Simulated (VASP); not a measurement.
Input of a VASP 6.6.1 run:

INCAR

```
SYSTEM = Ni
ALGO = Normal ; EDIFF = 1E-6
EDIFFG = -0.005 ; ENCUT = 600
GGA = PE ; IBRION = 2
ISIF = 3 ; ISMEAR = -1
ISPIN = 2 ; LASPH = .TRUE.
LCHARG = .FALSE. ; LMAXMIX = 4
LORBIT = 11 ; LREAL = .FALSE.
LWAVE = .FALSE. ; MAGMOM = 1
NELM = 150 ; NSW = 32
PREC = Accurate ; PSTRESS = -9.399999999999999
SIGMA = 0.05
```

Contents of KPOINTS:

```
k-points
0
G
  17 17 17
  0 0 0
```

POSCAR

```
Ni
1.0
    2.3341517497      0.0000000000      0.0000000000
    0.0000000000      2.3341517497      0.0000000000
    0.0000000000      0.0000000000      2.3341517497
Ni
1
Direct
    0.0000000000      0.0000000000      0.0000000000
```

Potentials or basis: VASP PAW PBE potentials, release 64 (Ni).

Command:

```sh
$ cat potpaw_PBE.64/Ni/POTCAR > POTCAR
$ mpirun -np 1 vasp_std > vasp.out
```

**Question.** Estimate the net moment.

**Answer.** 0.50 μB per cell.

**Question.** Estimate the relaxed cell.

**Answer.** a = 2.333 Å, b = 2.333 Å, c = 2.333 Å, α = 90.00°, β = 90.00°, γ = 90.00°.

**Question.** What does it give for the site moments?

**Answer.** Ni +0.51 μB.

Step by step:
| step | energy change (eV) | largest force (eV/Å) | pressure (GPa) | volume (Å³) |
| --- | --- | --- | --- | --- |
| 1 | 0.0000 | 0.0000 | -1.20 | 12.72 |
| 2 | -0.0002 | 0.0000 | -0.70 | 12.68 |
| 3 | -0.0002 | 0.0000 | -0.91 | 12.69 |

Caveat: the cell is relaxed towards a set pressure, so the run minimises the enthalpy, not the energy.
